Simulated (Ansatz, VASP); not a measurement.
**ZnCu2SnS4: VASP beside Ansatz**

File INCAR:

```
SYSTEM = ZnCu2SnS4
PREC = Accurate
ENCUT = 520
EDIFF = 1E-7
ISMEAR = -1
SIGMA = 0.05
LREAL = .FALSE.
LASPH = .TRUE.
NELM = 60
ALGO = Normal
ISIF = 2
LWAVE = .FALSE.
LCHARG = .FALSE.
GGA = PS
NBANDS = 46
```

File KPOINTS:

```
Automatic mesh
0
G
  6 6 6
  0 0 0
```

POSCAR

```
ZnCu2SnS4
1.0
   -2.7524613708      2.7524613708      5.3955884400
    2.7524613708     -2.7524613708      5.3955884400
    2.7524613708      2.7524613708     -5.3955884400
Sn Zn Cu S
1 1 2 4
Direct
    0.5000000000      0.5000000000      0.0000000000
    0.0000000000      0.0000000000      0.0000000000
    0.7500000000      0.2500000000      0.5000000000
    0.2500000000      0.7500000000      0.5000000000
    0.1087770700      0.1087770700      0.4840744100
    0.6247026600      0.6247026600      0.5159255900
    0.3752973400      0.8912229300      0.0000000000
    0.8912229300      0.3752973400      0.0000000000
```

Contents of input.yaml:

```yaml
crystal:
  lattice:
    - [-2.7524613708, 2.7524613708, 5.39558844]
    - [2.7524613708, -2.7524613708, 5.39558844]
    - [2.7524613708, 2.7524613708, -5.39558844]
  atoms:
    - { symbol: Sn, position: [0.5, 0.5, 0.0] }
    - { symbol: Zn, position: [0.0, 0.0, 0.0] }
    - { symbol: Cu, position: [0.75, 0.25, 0.5] }
    - { symbol: Cu, position: [0.25, 0.75, 0.5] }
    - { symbol: S, position: [0.10877707, 0.10877707, 0.48407441] }
    - { symbol: S, position: [0.62470266, 0.62470266, 0.51592559] }
    - { symbol: S, position: [0.37529734, 0.89122293, 0.0] }
    - { symbol: S, position: [0.89122293, 0.37529734, 0.0] }
hamiltonian:
  xc: pbesol
  pseudopotentials: { kind: paw }
kpoints:
  mp_grid: { grid: [6, 6, 6] }
scf:
  occupations: { method: fermi_dirac, width: 0.05 }
output:
  forces: true
  stress: true
  eigenvalues: true
```

Alike in both runs: task single point; functional PBEsol; k mesh 6 × 6 × 6; occupations fermi-dirac, width 0.05 eV; no spin polarisation.

|  | VASP | Ansatz |
| --- | --- | --- |
| version | VASP 6.6.1 | Ansatz 0.2.0 |
| potentials or method | VASP PAW PBE potentials, release 64 (Sn_d, Zn, Cu, S) | Ansatz PAW |
| plane-wave cutoff (eV) | 520 | 420 |
| valence electrons in the cell | 72 | 88 |

VASP gave:

| Quantity | Value |
| --- | --- |
| gap on the k mesh at the Fermi level (eV) | none |
| pressure (GPa) | -3.5 |
| traceless stress, the component that is largest in VASP (GPa) | 0.65 |
| rms of the force components (eV/Å) | 0.054 |

**Question.** Estimate Ansatz's values.

**Answer.** gap on the k mesh at the Fermi level (eV): none; pressure (GPa): -3.6; traceless stress, the component that is largest in VASP (GPa): 0.65; rms of the force components (eV/Å): 0.065.

VASP's potentials were made for PBE, not for PBEsol. Atom by atom the forces differ by 0.014 eV/Å (rms over components). A gap of «none» marks a metal or a gap that the smearing closes. VASP's potentials hold 72 valence electrons a cell and Ansatz's 88, so a difference there can come from the potentials and not from the codes.
